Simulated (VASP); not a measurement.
# W4C4N in VASP: a series of runs, part 2 of 2

VASP 6.6.1. Earlier steps stand in the parts before.

## 4. Single point, PBE+D3(BJ)

File INCAR:

```
SYSTEM = W4C4N
PREC     = Accurate       ! precision mode
ENCUT    = 520            ! plane-wave cutoff, eV
EDIFF    = 1E-7           ! SCF threshold, eV
ISMEAR   = -1             ! smearing method
SIGMA    = 0.05           ! smearing width, eV
LREAL    = Auto         
LASPH    = .True.         ! aspherical terms in the spheres
NELM     = 80             ! most SCF steps
ALGO     = Normal         ! electronic algorithm
ISIF     = 2              ! what is computed and relaxed
LWAVE    = .False.        ! write WAVECAR
LCHARG   = .False.        ! write CHGCAR
GGA      = PE             ! functional
IVDW     = 12             ! dispersion correction
NBANDS   = 92             ! bands
```

File KPOINTS:

```
Automatic mesh
0
Gamma
  2 2 1
  0 0 0
```

File POSCAR:

```
W4C4N
1.0
    5.7102600000      0.0000000000      0.0000000000
   -2.8551300000      4.9452300000      0.0000000000
    0.0000000000      0.0000000000     15.2045300000
W C N
8 8 2
Direct
    0.0000000000      0.0000000000      0.0657698725
   -0.0144730900     -0.0322735242      0.2574693200
   -0.0000076459      0.4999969668      0.0657698725
   -0.0055604327      0.4889964673      0.2493862027
    0.4999947463      0.0000000000      0.0657698725
    0.4907359534     -0.0204439430      0.2610537781
    0.5000046127      0.4999969668      0.0657698725
    0.5031740187      0.4809078648      0.2517670721
    0.3280317180      0.1493964891      0.1481795228
    0.3085555982      0.1338057077      0.3254556372
    0.3391914870      0.6546712691      0.1446345267
    0.2994823786      0.6149360090      0.3261133360
    0.8195863153      0.1115013862      0.1486662199
    0.8224949336      0.1230276448      0.3383268013
    0.7948252765      0.6396062468      0.1481005990
    0.8020388979      0.6593222155      0.3339859897
    0.8246369312      0.5875358679      0.5778343691
    0.9629927559      0.6574618370      0.5215879741
```

Potentials or basis: VASP PAW PBE potentials, release 64 (W_sv, C, N).

On the command line:

```sh
cat potpaw_PBE.64/W_sv/POTCAR potpaw_PBE.64/C/POTCAR potpaw_PBE.64/N/POTCAR > POTCAR
mpirun -np 1 vasp_std > vasp.out
```

OUTCAR:

```text
SYSTEM = W4C4N
   PREC = Accurate
   ENCUT = 520
   EDIFF = 1E-7
   ISMEAR = -1
   LREAL = Auto
   LASPH = .True.
   NELM = 80
   ISIF = 2
   GGA = PE
   IVDW = 12
 IVDW          = 12

 ion  position               nearest neighbor table
   1  0.000  0.000  0.066-  13 1.93   9 2.05  15 2.18   5 2.86   7 2.86   3 2.86   3 2.86   7 2.86
                             5 2.86   2 2.92
   2  0.986  0.968  0.257-  10 1.90  16 1.93  14 2.00  13 2.26  15 2.33   9 2.37   4 2.76   8 2.77
                             6 2.85   6 2.86   1 2.92   8 2.94   4 2.95
   3  1.000  0.500  0.066-  11 2.06  15 2.12  13 2.30   4 2.79   7 2.86   5 2.86   1 2.86   1 2.86
                             5 2.86   7 2.86
   4  0.994  0.489  0.249-  12 1.91  16 2.21  14 2.26  15 2.32  11 2.33  13 2.42   2 2.76   8 2.78
                             3 2.79   6 2.82   6 2.90   8 2.93   2 2.95
   5  0.500  0.000  0.066-   9 2.02  13 2.04  11 2.09   7 2.86   1 2.86   3 2.86   3 2.86   1 2.86
                             7 2.86   6 2.97
   6  0.491  0.980  0.261-  10 1.93  14 2.02  12 2.06  13 2.37   9 2.38  11 2.39   4 2.82   8 2.83
                             2 2.85   2 2.86   8 2.89   4 2.90   5 2.97
   7  0.500  0.500  0.066-  15 1.92  11 1.97   9 2.14   8 2.83   3 2.86   5 2.86   1 2.86   1 2.86
                             5 2.86   3 2.86
   8  0.503  0.481  0.252-  16 1.94  12 2.03  10 2.05  15 2.14   9 2.27  11 2.33   2 2.77   4 2.78
                             7 2.83   6 2.83   6 2.89   4 2.93   2 2.94
   9  0.328  0.149  0.148-   5 2.02   1 2.05   7 2.14   8 2.27   2 2.37   6 2.38
  10  0.309  0.134  0.325-   2 1.90   6 1.93   8 2.05
  11  0.339  0.655  0.145-   7 1.97   3 2.06   5 2.09   8 2.33   4 2.33   6 2.39
  12  0.299  0.615  0.326-   4 1.91   8 2.03   6 2.06
  13  0.820  0.112  0.149-   1 1.93   5 2.04   2 2.26   3 2.30   6 2.37   4 2.42
  14  0.822  0.123  0.338-   2 2.00   6 2.02   4 2.26
  15  0.795  0.640  0.148-   7 1.92   3 2.12   8 2.14   1 2.18   4 2.32   2 2.33
  16  0.802  0.659  0.334-   2 1.93   8 1.94   4 2.21
  17  0.825  0.588  0.578-  18 1.10
  18  0.963  0.657  0.522-  17 1.10

  LATTYP: Found a hexagonal cell.
 ALAT       =     5.7102600000
 C/A-ratio  =     2.6626686000

  Lattice vectors:

 A1 = (   5.7102600000,   0.0000000000,   0.0000000000)
 A2 = (  -2.8551300000,   4.9452300000,   0.0000000000)
 A3 = (   0.0000000000,   0.0000000000,  15.2045300000)

Analysis of symmetry for initial positions (statically):
=====================================================================
 Subroutine PRICEL returns:
 Original cell was already a primitive cell.

 Routine SETGRP: Setting up the symmetry group for a
 hexagonal supercell.

 Subroutine GETGRP returns: Found  1 space group operations
 (whereof  1 operations were pure point group operations)
 out of a pool of 24 trial point group operations.

The static configuration has the point symmetry C_1 .

Analysis of symmetry for dynamics (positions and initial velocities):
=====================================================================
 Subroutine PRICEL returns:
 Original cell was already a primitive cell.

 Routine SETGRP: Setting up the symmetry group for a
 hexagonal supercell.

 Subroutine GETGRP returns: Found  1 space group operations
 (whereof  1 operations were pure point group operations)
 out of a pool of 24 trial point group operations.

The dynamic configuration has the point symmetry C_1 .

 Subroutine INISYM returns: Found  1 space group operations
 (whereof  1 operations are pure point group operations),
 and found     1 'primitive' translations

[... 89 lines left out ...]
   total plane-waves  NPLWV = 211680
   dimension x,y,z NGX =    42 NGY =   42 NGZ =  120
   dimension x,y,z NGXF=    84 NGYF=   84 NGZF=  240
   ions per type =               8   8   2
   NGX,Y,Z   is equivalent  to a cutoff of  12.23, 12.23, 13.12 a.u.
   NGXF,Y,Z  is equivalent  to a cutoff of  24.46, 24.46, 26.24 a.u.
 SYSTEM =  W4C4N
   PREC   = accura    normal or accurate (medium, high low for compatibility)
   ISTART =      0    job   : 0-new  1-cont  2-samecut
   ICHARG =      2    charge: 1-file 2-atom 10-const
   ISPIN  =      1    spin polarized calculation?
   LNONCOLLINEAR =      F non collinear calculations
   LSORBIT =      F    spin-orbit coupling
   LASPH  =      T    aspherical Exc in radial PAW
   ENCUT  =  520.0 eV  38.22 Ry    6.18 a.u.  10.62 10.62 28.27*2*pi/ulx,y,z
   NELM   =     80;   NELMIN=  2; NELMDL= -5     # of ELM steps
   EDIFF  = 0.1E-06   stopping-criterion for ELM
   LREAL  =      T    real-space projection
   EDIFFG = 0.1E-05   stopping-criterion for IOM
   NSW    =      0    number of steps for IOM
   IBRION =     -1    ionic relax: 0-MD 1-quasi-New 2-CG
   NFREE  =      0    steps in history (QN), initial steepest desc. (CG)
   ISIF   =      2    stress and relaxation
   ISYM   =      2    0-nonsym 1-usesym 2-fastsym
   POTIM  = 0.5000    time-step for ionic-motion
   TEBEG  =    0.0;   TEEND  =   0.0 temperature during run
   PSTRESS=    0.0 pullay stress
   NELECT =     154.0000    total number of electrons
   NUPDOWN=      -1.0000    fix difference up-down
   EMIN   =  10.00;   EMAX   =-10.00  energy-range for DOS
   EFERMI =   0.00;   METHOD = LEGACY
   ISMEAR =    -1;   SIGMA  =   0.05  broadening in eV -4-tet -1-fermi 0-gaus
   EFERMI_NEDOS =   21; number of points for ismear=-14 and -15
   IALGO  =     38    algorithm
   IMIX   =      4    mixing-type and parameters
     AMIX     =   0.40;   BMIX     =  1.00
     AMIX_MAG =   1.60;   BMIX_MAG =  1.00
  volume/ion in A,a.u.               =      23.85       160.97
  Fermi-wavevector in a.u.,A,eV,Ry     =   1.163170  2.198073 18.408206  1.352965
  Thomas-Fermi vector in A             =   2.299723
   LORBIT       =      0    0 simple, 1 ext, 2 COOP (PROOUT), +10 PAW based schemes
   GGA     = PE    functional components
   LHFCALC =     F    Hartree Fock is set to
   AEXX    =    0.0000 exact exchange contribution
   IVDW    =    12    specifies the selected vdW correction
   LEPSILON=     F    determine dielectric tensor
   LRPA    =     F    only Hartree local field effects (RPA)
 non-spin polarized calculation
  energy-cutoff  :      520.00
  volume of cell :      429.35
 maximum number of plane-waves:     11613
   NGX = 21   NGY = 21   NGZ = 57

 number of electron     154.0000006 magnetization

 Free energy of the ion-electron system (eV)
  ---------------------------------------------------
  ext. energy  EPLUGINS =         0.00000000
  ---------------------------------------------------
  free energy    TOTEN  =      -176.63653439 eV

  energy without entropy =     -176.55429262  energy(sigma->0) =     -176.59541351

 E-fermi :   1.4143     XC(G=0):  -7.2978

 val. band max:        1.3488119861   @ k =   0.0000   0.5000   0.0000
 cond. band min:       1.4379368596   @ k =   0.0000   0.0000   0.0000
 fundamental gap:      0.0891248735
 Fermi energy:         1.4142693749

 k-point     1 :       0.0000    0.0000    0.0000
  band No.  band energies     occupation
      1     -72.5532      2.00000
      2     -72.4932      2.00000
      3     -72.4705      2.00000
      4     -72.4541      2.00000
      5     -72.3863      2.00000
      6     -72.3387      2.00000
[... 357 lines left out ...]
     88       3.6347      0.00000
     89       3.7274      0.00000
 [bands above 89 left out]

------------------------ aborting loop because EDIFF is reached ----------------------------------------

 Edisp (eV)   -4.99702

 E8    (eV) :    -2.3313

  FORCE on cell =-STRESS in cart. coord.  units (eV):
  Direction    XX          YY          ZZ          XY          YZ          ZX
  --------------------------------------------------------------------------------------
  -------------------------------------------------------------------------------------
  Total      24.89096    17.23035    11.31914     1.44609     7.97109    -0.04689
  in kB      92.88311    64.29677    42.23851     5.39624    29.74492    -0.17498
  external pressure =       66.47 kB  Pullay stress =        0.00 kB

 VOLUME and BASIS-vectors are now :
 -----------------------------------------------------------------------------
  energy-cutoff  :      520.00
  volume of cell :      429.35
      direct lattice vectors                 reciprocal lattice vectors
     5.710260000  0.000000000  0.000000000     0.175123374  0.101107532  0.000000000
    -2.855130000  4.945230000  0.000000000     0.000000000  0.202215064  0.000000000
     0.000000000  0.000000000 15.204530000     0.000000000  0.000000000  0.065769873

 POSITION                                       TOTAL-FORCE (eV/Angst)
 -----------------------------------------------------------------------------------
      0.00000      0.00000      1.00000         1.029534     -1.344994     -2.035955
      2.86463      4.78563      3.91470        -1.220846      1.650765     -1.701221
      4.28266      2.47260      1.00000        -0.239049     -1.095065     -1.203024
      4.28236      2.41820      3.79180        -0.594186     -2.468632      2.101923
      2.85510      0.00000      1.00000         0.103618     -0.945377     -1.295391
      0.00547      4.84413      3.96920         1.671366     -0.170406     -1.533388
[... 10 lines left out ...]
      3.03140      2.90550      8.78570        -1.606300     -0.945696      2.282861
      3.62180      3.25130      7.93050         1.620537      0.956334     -2.297915
 -----------------------------------------------------------------------------------
    total drift:                               -0.019445     -0.015371      0.015377

  FREE ENERGIE OF THE ION-ELECTRON SYSTEM (eV)
  ---------------------------------------------------
  free  energy   TOTEN  =      -181.6335528773 eV

  energy  without entropy=     -181.5513111103  energy(sigma->0) =     -181.59243199
```

Run time: 5.2 min. Hardware: 1 thread of AMD EPYC 9R45 (Zen 5), shared host; peak memory 0.47 GiB.

What came out:

```
Free energy                : -181.6336 eV
Largest force              : 4.574 eV/Å
Band gap on the k mesh     : zero (bands 77 and 78 overlap by 0.50 eV)
Dispersion energy per atom : -0.278 eV
```

Forces on the atoms (eV/Å):
```
W    1.030 -1.345 -2.036
W   -1.221  1.651 -1.701
W   -0.239 -1.095 -1.203
W   -0.594 -2.469  2.102
W    0.104 -0.945 -1.295
W    1.671 -0.170 -1.533
W   -0.513 -2.108 -3.349
W   -2.599 -0.992  1.062
C    0.070  0.371  0.957
C    1.010  1.281  1.832
C   -1.637  0.474  2.697
C    0.434  0.860  0.445
C   -1.803  3.412  2.455
C   -1.251  1.277 -1.632
C    3.564  1.469  1.450
C    1.960 -1.681 -0.235
N   -1.606 -0.946  2.283
N    1.621  0.956 -2.298
```

Caveat: the k points lie up to 0.64 Å⁻¹ apart, too coarse for converged energies and pressures of a metal; the standard files for N, O and F lose accuracy on very short bonds; the atoms stand as in a frame of molecular dynamics; spin-orbit coupling is left out, which moves the levels of the heavy elements.

## 5. The runs side by side

```csv
cell,gap on the mesh (eV),largest force (eV/Å)
"as given, atomic positions A",none,6.43
"as given, atomic positions B",none,4.70
"as given, atomic positions C",none,4.57
```

Alike in all rows: task single point; level PBE+D3(BJ); potentials or basis VASP PAW PBE potentials, release 64 (W_sv, C, N); no spin polarisation; k mesh 2 × 2 × 1; cutoff (eV) 520; smearing fermi-dirac 0.05 eV.

Caveats: all runs use coarse meshes; the standard files for N, O and F lose accuracy on very short bonds; the atoms stand as in a frame of molecular dynamics; spin-orbit coupling is left out, which moves the levels of the heavy elements.

Total energies depend on the potentials used, so only differences within one code and one set of settings carry meaning.
